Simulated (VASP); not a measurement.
# CaO in VASP: further runs

The runs below take CaO through single point, with PBEsol.

All numbers are computed with VASP 6.6.1; they aren't measurements. Logs are shortened: lines on timing, memory, paths and dates and some standing lists are left out, and cuts for length are marked.

## 1. The cell of the first run

Symmetry: I4/mmm, No. 139, tetragonal system. The conventional cell has a = 3.371 Å, b = 3.371 Å, c = 4.791 Å, α = 90.00°, β = 90.00°, γ = 90.00°. Ca (site symmetry 4/mmm) has 6 O at 2.38 to 2.40 Å within 3.1 Å. O (site symmetry 4/mmm) has 6 Ca at 2.38 to 2.40 Å within 3.1 Å.

## 2. Single point, PBEsol (z stretched by +0.5 %, x and y held)

INCAR reads:

```
SYSTEM = CaO
ALGO     = Normal         ! electronic algorithm
EDIFF    = 1E-6           ! SCF threshold, eV
ENCUT    = 520            ! plane-wave cutoff, eV
GGA      = PS             ! functional
ISIF     = 2              ! what is computed and relaxed
ISMEAR   = 0              ! smearing method
LASPH    = .TRUE.         ! aspherical terms in the spheres
LCHARG   = .FALSE.        ! write CHGCAR
LREAL    = .FALSE.        ! projectors in reciprocal space
LWAVE    = .FALSE.        ! write WAVECAR
NBANDS   = 15             ! bands
NELM     = 80             ! most SCF steps
PREC     = Accurate       ! precision mode
SIGMA    = 0.01           ! smearing width, eV
```

KPOINTS reads:

```
k-points
0
G
  10 10 10
  0 0 0
```

POSCAR reads:

```
CaO
1.0
    0.0000000000      2.3835762404      2.3954941216
    2.3835762404      0.0000000000      2.3954941216
    2.3835762404      2.3835762404      0.0000000000
Ca O
1 1
Direct
    0.0000000000      0.0000000000      0.0000000000
    0.5000000000      0.5000000000      0.5000000000
```

Potentials or basis: VASP PAW PBE potentials, release 64 (Ca_sv, O).

Started as:

```
> cat potpaw_PBE.64/Ca_sv/POTCAR potpaw_PBE.64/O/POTCAR > POTCAR
> mpirun -np 1 vasp_std > vasp.out
```

OUTCAR:

```text
SYSTEM = CaO
   EDIFF = 1E-6
   ENCUT = 520
   GGA = PS
   ISIF = 2
   ISMEAR = 0
   LASPH = .TRUE.
   LREAL = .FALSE.
   NELM = 80
   PREC = Accurate

 ion  position               nearest neighbor table
   1  0.000  0.000  0.000-   2 2.38   2 2.38   2 2.38   2 2.38   2 2.40   2 2.40
   2  0.500  0.500  0.500-   1 2.38   1 2.38   1 2.38   1 2.38   1 2.40   1 2.40

  LATTYP: Found a body centered tetragonal cell.
 ALAT       =     3.3708858461
 C/A-ratio  =     1.4212846302

  Lattice vectors:

 A1 = (  -2.3835762404,   0.0000000000,   2.3954941216)
 A2 = (   2.3835762404,   0.0000000000,   2.3954941216)
 A3 = (   0.0000000000,   2.3835762404,  -2.3954941216)

Analysis of symmetry for initial positions (statically):
=====================================================================
 Subroutine PRICEL returns:
 Original cell was already a primitive cell.

 Routine SETGRP: Setting up the symmetry group for a
 body centered tetragonal supercell.

 Subroutine GETGRP returns: Found 16 space group operations
 (whereof 16 operations were pure point group operations)
 out of a pool of 16 trial point group operations.

The static configuration has the point symmetry D_4h.

Analysis of symmetry for dynamics (positions and initial velocities):
=====================================================================
 Subroutine PRICEL returns:
 Original cell was already a primitive cell.

 Routine SETGRP: Setting up the symmetry group for a
 body centered tetragonal supercell.

 Subroutine GETGRP returns: Found 16 space group operations
 (whereof 16 operations were pure point group operations)
 out of a pool of 16 trial point group operations.

The dynamic configuration has the point symmetry D_4h.

 Subroutine INISYM returns: Found 16 space group operations
 (whereof 16 operations are pure point group operations),
 and found     1 'primitive' translations

----------------------------------------------------------------------------------------

                                     Primitive cell

  volume of cell :      27.2197

  direct lattice vectors                    reciprocal lattice vectors
     0.000000000  2.383576240  2.395494122    -0.209768830  0.209768830  0.208725204
     2.383576240  0.000000000  2.395494122     0.209768830 -0.209768830  0.208725204
     2.383576240  2.383576240  0.000000000     0.209768830  0.209768830 -0.208725204

  length of vectors
     3.379323568  3.379323568  3.370885846     0.362728735  0.362728735  0.362728735

  position of ions in fractional coordinates (direct lattice)
     0.000000000  0.000000000  0.000000000
     0.500000000  0.500000000  0.500000000

  ion indices of the primitive-cell ions
   primitive index   ion index
                 1           1
                 2           2

----------------------------------------------------------------------------------------

 KPOINTS: k-points

Automatic generation of k-mesh.
 Grid dimensions read from file:
 generate k-points for:   10   10   10

 Generating k-lattice:

  Cartesian coordinates                     Fractional coordinates (reciprocal lattice)
    -0.020976883  0.020976883  0.020872520     0.100000000  0.000000000  0.000000000
     0.020976883 -0.020976883  0.020872520     0.000000000  0.100000000  0.000000000
     0.020976883  0.020976883 -0.020872520    -0.000000000 -0.000000000  0.100000000

  Length of vectors
     0.036272874  0.036272874  0.036272874

  Shift w.r.t. Gamma in fractional coordinates (k-lattice)
     0.000000000  0.000000000  0.000000000

 Subroutine IBZKPT returns following result:
 ===========================================

 Found    102 irreducible k-points:

 Following reciprocal coordinates:
            Coordinates               Weight
  0.000000  0.000000  0.000000      1.000000
  0.100000  0.000000  0.000000      8.000000
  0.200000  0.000000  0.000000      8.000000
  0.300000  0.000000  0.000000      8.000000
  0.400000  0.000000  0.000000      8.000000
  0.500000  0.000000  0.000000      4.000000
[... 16 lines left out ...]
  0.300000  0.300000  0.000000      2.000000
  0.400000  0.300000  0.000000      8.000000
 [... further k-points ...]
   k-points           NKPTS =    102   k-points in BZ     NKDIM =    102   number of bands    NBANDS=     15
   number of dos      NEDOS =    301   number of ions     NIONS =      2
   total plane-waves  NPLWV =  21952
   dimension x,y,z NGX =    28 NGY =   28 NGZ =   28
   dimension x,y,z NGXF=    56 NGYF=   56 NGZF=   56
   ions per type =               1   1
   NGX,Y,Z   is equivalent  to a cutoff of  13.77, 13.77, 13.81 a.u.
   NGXF,Y,Z  is equivalent  to a cutoff of  27.55, 27.55, 27.62 a.u.
 SYSTEM =  CaO
   PREC   = accura    normal or accurate (medium, high low for compatibility)
   ISTART =      0    job   : 0-new  1-cont  2-samecut
   ICHARG =      2    charge: 1-file 2-atom 10-const
   ISPIN  =      1    spin polarized calculation?
   LNONCOLLINEAR =      F non collinear calculations
[... 64 lines left out ...]
      3     -15.8258      2.00000
      4     -15.8258      2.00000
      5     -13.1753      2.00000
      6       2.2984      2.00000
      7       2.3118      2.00000
      8       2.3118      2.00000
      9       7.0285      0.00000
     10       8.5216      0.00000
     11       8.5574      0.00000
     12       8.5574      0.00000
     13      10.0947      0.00000
     14      10.1404      0.00000
     15      17.2567      0.00000

 k-point     2 :       0.1000    0.0000    0.0000
  band No.  band energies     occupation
      1     -34.9899      2.00000
      2     -15.9917      2.00000
      3     -15.8337      2.00000
      4     -15.8312      2.00000
      5     -13.0042      2.00000
      6       1.9310      2.00000
      7       2.1567      2.00000
      8       2.1645      2.00000
      9       7.4959      0.00000
     10       8.5057      0.00000
     11       8.7146      0.00000
     12       8.7350      0.00000
     13      10.3461      0.00000
     14      10.3936      0.00000
     15      17.6925      0.00000

 k-point     3 :       0.2000    0.0000    0.0000
  band No.  band energies     occupation
      1     -34.9609      2.00000
      2     -16.3550      2.00000
      3     -15.8492      2.00000
      4     -15.8452      2.00000
      5     -12.6236      2.00000
      6       1.1303      2.00000
      7       1.8069      2.00000
      8       1.8125      2.00000
      9       8.4089      0.00000
     10       8.6726      0.00000
     11       9.2115      0.00000
     12       9.2260      0.00000
     13      10.9971      0.00000
     14      11.0485      0.00000
     15      18.3824      0.00000

 k-point     4 :       0.3000    0.0000    0.0000
  band No.  band energies     occupation
      1     -34.9247      2.00000
      2     -16.7239      2.00000
      3     -15.8681      2.00000
      4     -15.8623      2.00000
      5     -12.2313      2.00000
      6       0.3302      2.00000
      7       1.4255      2.00000
      8       1.4283      2.00000
      9       8.7203      0.00000
     10       9.7582      0.00000
     11       9.8978      0.00000
     12       9.9032      0.00000
     13      11.8239      0.00000
     14      11.8789      0.00000
     15      17.9975      0.00000
[... 307 lines left out ...]
 k-point    22 :      -0.2000    0.2000    0.0000
  band No.  band energies     occupation
      1     -34.9125      2.00000
      2     -16.6678      2.00000
      3     -16.0231      2.00000
      4     -15.8505      2.00000
      5     -12.2461      2.00000
      6       0.3274      2.00000
      7       1.2659      2.00000
      8       1.6525      2.00000
      9       8.4679      0.00000
     10       9.4840      0.00000
     11       9.7118      0.00000
     12      10.5566      0.00000
     13      12.0940      0.00000
     14      12.4122      0.00000
     15      18.3984      0.00000

 k-point    23 :       0.3000    0.3000    0.0000
  band No.  band energies     occupation
      1     -34.9023      2.00000
      2     -16.4798      2.00000
      3     -15.9884      2.00000
      4     -15.9884      2.00000
      5     -12.6105      2.00000
      6       0.5122      2.00000
      7       1.9712      2.00000
      8       1.9712      2.00000
      9       6.5639      0.00000
     10       9.4595      0.00000
     11      10.8906      0.00000
     12      11.0025      0.00000
     13      11.0025      0.00000
     14      12.8063      0.00000
     15      19.6484      0.00000

 k-point    24 :       0.4000    0.3000    0.0000
  band No.  band energies     occupation
      1     -34.8797      2.00000
      2     -16.5469      2.00000
      3     -16.0459      2.00000
      4     -16.0130      2.00000
      5     -12.6133      2.00000
      6       0.5802      2.00000
      7       1.7476      2.00000
      8       1.8537      2.00000
      9       6.5360      0.00000
     10      10.0543      0.00000
     11      11.2279      0.00000
     12      11.3091      0.00000
     13      11.4574      0.00000
     14      13.1999      0.00000
     15      17.9910      0.00000

 [... further k-points ...]

------------------------ aborting loop because EDIFF is reached ----------------------------------------

  FORCE on cell =-STRESS in cart. coord.  units (eV):
  Direction    XX          YY          ZZ          XY          YZ          ZX
  --------------------------------------------------------------------------------------
  -------------------------------------------------------------------------------------
  Total        0.0539938      0.0539938     -0.0900231      0.0000000      0.0000000      0.0000000
  in kB        3.1781297      3.1781297     -5.2988456      0.0000000      0.0000000      0.0000000
  external PRESSURE =       0.3524712 kB  Pullay stress =       0.0000000 kB

 VOLUME and BASIS-vectors are now :
 -----------------------------------------------------------------------------
  energy-cutoff  :      520.00
  volume of cell :       27.22
      direct lattice vectors                 reciprocal lattice vectors
     0.000000000  2.383576240  2.395494122    -0.209768830  0.209768830  0.208725204
     2.383576240  0.000000000  2.395494122     0.209768830 -0.209768830  0.208725204
     2.383576240  2.383576240  0.000000000     0.209768830  0.209768830 -0.208725204

 POSITION                                       TOTAL-FORCE (eV/Angst)
 -----------------------------------------------------------------------------------
      0.00000      0.00000      0.00000         0.000000     -0.000000      0.000000
      2.38358      2.38358      2.39549        -0.000000      0.000000      0.000000
 -----------------------------------------------------------------------------------
    total drift:                                0.000000      0.000000      0.000000

  FREE ENERGIE OF THE ION-ELECTRON SYSTEM (eV)
  ---------------------------------------------------
  free  energy   TOTEN  =       -13.4110172510 eV

  energy  without entropy=      -13.4110172510  energy(sigma->0) =      -13.41101725
```

Wall time 73 s (1 thread of Intel Xeon 8259CL, shared host); peak memory 0.19 GiB.

What came out:

```yaml
Free_energy: -13.4110 eV
Pressure: 0.0 GPa
Band_gap_on_the_k_mesh: 3.51 eV (least direct gap 3.89 eV)
```

Stress tensor (GPa, compression positive):
```
 0.32  0.00  0.00
 0.00  0.32  0.00
 0.00  0.00 -0.53
```

Caveat: the cell differs from its parent crystal (z stretched by +0.5 %, x and y held); the PAW data sets were made with another functional, which shifts forces and pressure a little. A k mesh can miss the band edges.

## 3. Single point, PBEsol (equal xy, yz and zx engineering shears of -0.5 %)

INCAR reads:

```
PREC = Accurate
ENCUT = 520
EDIFF = 1E-6
ISMEAR = 0
SIGMA = 0.01
LREAL = F
LASPH = T
NELM = 100
ALGO = Normal
ISIF = 2
LWAVE = F
LCHARG = T
GGA = PS
LELF = T
LVHAR = T
NBANDS = 15
```

KPOINTS reads:

```
Automatic mesh
0
Gamma
  10 10 10
```

POSCAR reads:

```
CaO
1.0
   -0.0119178812      2.3776172997      2.3776172997
    2.3776172997     -0.0119178812      2.3776172997
    2.3776172997      2.3776172997     -0.0119178812
Ca O
1 1
Direct
    0.0000000000      0.0000000000      0.0000000000
    0.5000000000      0.5000000000      0.5000000000
```

Potentials or basis: VASP PAW PBE potentials, release 64 (Ca_sv, O).

Started as:

```
> cat potpaw_PBE.64/Ca_sv/POTCAR potpaw_PBE.64/O/POTCAR > POTCAR
> mpirun -np 1 vasp_std > vasp.out
```

Wall time 84 s (1 thread of Intel Xeon 8259CL, shared host); peak memory 0.19 GiB.

Results (log left out):

- Free energy: -13.4103 eV
- Pressure: 0.6 GPa
- Band gap on the k mesh: 3.50 eV (least direct gap 3.88 eV)

Stress tensor (GPa, compression positive):
```
0.61 0.38 0.38
0.38 0.61 0.38
0.38 0.38 0.61
```

Levels at points of the mesh, in eV from the valence-band top:
| k point | band 6 | band 7 | band 8 | band 9 | band 10 | band 11 |
| --- | --- | --- | --- | --- | --- | --- |
| (0.00, 0.00, 0.00) | -0.03 | -0.03 | 0.00 | 4.75 | 6.21 | 6.21 |
| (0.50, 0.00, 0.00) | -2.77 | -1.30 | -1.26 | 7.11 | 8.45 | 8.50 |
| (0.50, 0.50, 0.00) | -1.33 | -0.40 | -0.38 | 3.50 | 8.21 | 9.05 |
| (0.50, 0.50, 0.50) | -2.77 | -1.31 | -1.31 | 7.13 | 8.50 | 8.52 |

Caveat: the cell differs from its parent crystal (equal xy, yz and zx engineering shears of -0.5 %); the PAW data sets were made with another functional, which shifts forces and pressure a little.

## 4. Single point, PBEsol (equal xy, yz and zx engineering shears of +0.5 %)

INCAR reads:

```
SYSTEM = CaO
  PREC = Accurate
  ENCUT = 520
  EDIFF = 1E-7
  ISMEAR = 0
  SIGMA = 0.01
  LREAL = .False.
  LASPH = .True.
  NELM = 100
  ALGO = Normal
  ISIF = 2
  LWAVE = .False.
  LCHARG = .False.
  GGA = PS
  NBANDS = 15
```

KPOINTS reads:

```
Automatic mesh
0
Gamma
  10 10 10
  0 0 0
```

POSCAR reads:

```
CaO
1.0
    0.0119178812      2.3895351810      2.3895351810
    2.3895351810      0.0119178812      2.3895351810
    2.3895351810      2.3895351810      0.0119178812
Ca O
1 1
Direct
    0.0000000000      0.0000000000      0.0000000000
    0.5000000000      0.5000000000      0.5000000000
```

Started as:

```
> cat potpaw_PBE.64/Ca_sv/POTCAR potpaw_PBE.64/O/POTCAR > POTCAR
> mpirun -np 1 vasp_std > vasp.out
```

Run time: 75 s. Hardware: 1 thread of Intel Xeon 8259CL, shared host; peak memory 0.19 GiB.

The run converged. Its results:

```yaml
Free_energy: -13.4103 eV
Pressure: 0.6 GPa
Band_gap_on_the_k_mesh: 3.51 eV (least direct gap 3.88 eV)
```

Stress tensor (GPa, compression positive):
```
 0.65 -0.39 -0.39
-0.39  0.65 -0.39
-0.39 -0.39  0.65
```

Levels at points of the mesh, in eV from the valence-band top:
```tsv
k point	band 4	band 5	band 6	band 7	band 8	band 9	band 10	band 11	band 12	band 13
(0.00, 0.00, 0.00)	-18.12	-15.50	-0.03	0.00	0.00	4.75	6.19	6.27	6.27	7.82
(0.50, 0.00, 0.00)	-18.18	-14.15	-2.76	-1.31	-1.27	7.13	8.48	8.51	8.54	10.68
(0.50, 0.50, 0.00)	-18.37	-15.26	-1.32	-0.39	-0.37	3.51	8.22	9.06	9.75	9.76
(0.50, 0.50, 0.50)	-18.17	-14.15	-2.76	-1.25	-1.25	7.10	8.47	8.47	8.52	10.66
```

Caveat: the cell differs from its parent crystal (equal xy, yz and zx engineering shears of +0.5 %); the PAW data sets were made with another functional, which shifts forces and pressure a little.

## 5. Single point, PBEsol (atom 1 moved by [0.01, 0.01, 0.01] A)

INCAR reads:

```
SYSTEM = CaO
PREC     = Accurate       ! precision mode
ENCUT    = 520            ! plane-wave cutoff, eV
EDIFF    = 1E-6           ! SCF threshold, eV
ISMEAR   = 0              ! smearing method
SIGMA    = 0.01           ! smearing width, eV
LREAL    = .False.        ! projectors in reciprocal space
LASPH    = .True.         ! aspherical terms in the spheres
NELM     = 60             ! most SCF steps
ALGO     = Normal         ! electronic algorithm
ISIF     = 2              ! what is computed and relaxed
LWAVE    = .False.        ! write WAVECAR
LCHARG   = .False.        ! write CHGCAR
GGA      = PS             ! functional
NBANDS   = 15             ! bands
```

KPOINTS is that of step 4.

POSCAR reads:

```
CaO
1.0
    0.0000000000      2.3835762404      2.3835762404
    2.3835762404      0.0000000000      2.3835762404
    2.3835762404      2.3835762404      0.0000000000
Ca O
1 1
Direct
    0.0020976883      0.0020976883      0.0020976883
    0.5000000000      0.5000000000      0.5000000000
```

Started as:

```
> cat potpaw_PBE.64/Ca_sv/POTCAR potpaw_PBE.64/O/POTCAR > POTCAR
> mpirun -np 1 vasp_std > vasp.out
```

Wall time 79 s (1 thread of Intel Xeon 8259CL, shared host); peak memory 0.19 GiB.

The run converged. Its results:

```
Free energy            : -13.4103 eV
Pressure               : 0.6 GPa
Largest force          : 0.057 eV/Å
Band gap on the k mesh : 3.52 eV (least direct gap 3.90 eV)
```

Forces in eV/Å, atoms in the order of the input:
```
Ca  -0.033 -0.033 -0.033
O    0.033  0.033  0.033
```

Levels at points of the mesh, in eV from the valence-band top:
| k point | band 4 | band 5 | band 6 | band 7 | band 8 | band 9 | band 10 | band 11 | band 12 | band 13 |
| --- | --- | --- | --- | --- | --- | --- | --- | --- | --- | --- |
| (0.00, 0.00, 0.00) | -18.11 | -15.49 | 0.00 | 0.00 | 0.00 | 4.76 | 6.25 | 6.25 | 6.25 | 7.83 |
| (0.50, 0.00, 0.00) | -18.17 | -14.14 | -2.75 | -1.27 | -1.27 | 7.13 | 8.47 | 8.51 | 8.56 | 10.68 |
| (0.50, 0.50, 0.50) | -18.17 | -14.14 | -2.75 | -1.27 | -1.27 | 7.13 | 8.51 | 8.51 | 8.52 | 10.68 |
| (0.50, 0.50, 0.00) | -18.37 | -15.25 | -1.31 | -0.37 | -0.37 | 3.52 | 8.23 | 9.07 | 9.76 | 9.76 |

Caveat: the cell differs from its parent crystal (atom 1 moved by [0.01, 0.01, 0.01] A); the PAW data sets were made with another functional, which shifts forces and pressure a little.

## 6. Summary

```tsv
cell	gap on the mesh (eV)	pressure (GPa)
a = 3.379, b = 3.379, c = 3.371 Å, angles 60.1, 60.1, 59.8°, 2 atoms, atomic positions A	3.51	0.0
a = 3.362 Å, angles 60.3°, 2 atoms, atomic positions A	3.50	0.6
a = 3.379 Å, angles 59.7°, 2 atoms, atomic positions A	3.51	0.6
a = 3.371 Å, angles 60.0°, 2 atoms, atomic positions B	3.52	0.6
```

Alike in all rows: task single point; level PBEsol; potentials or basis VASP PAW PBE potentials, release 64 (Ca_sv, O); no spin polarisation; k mesh 10 × 10 × 10; cutoff (eV) 520; smearing gaussian 0.01 eV.

Caveats: the PAW data sets were made with another functional, which shifts forces and pressure a little.

Total energies depend on the potentials used, so only differences within one code and one set of settings carry meaning.
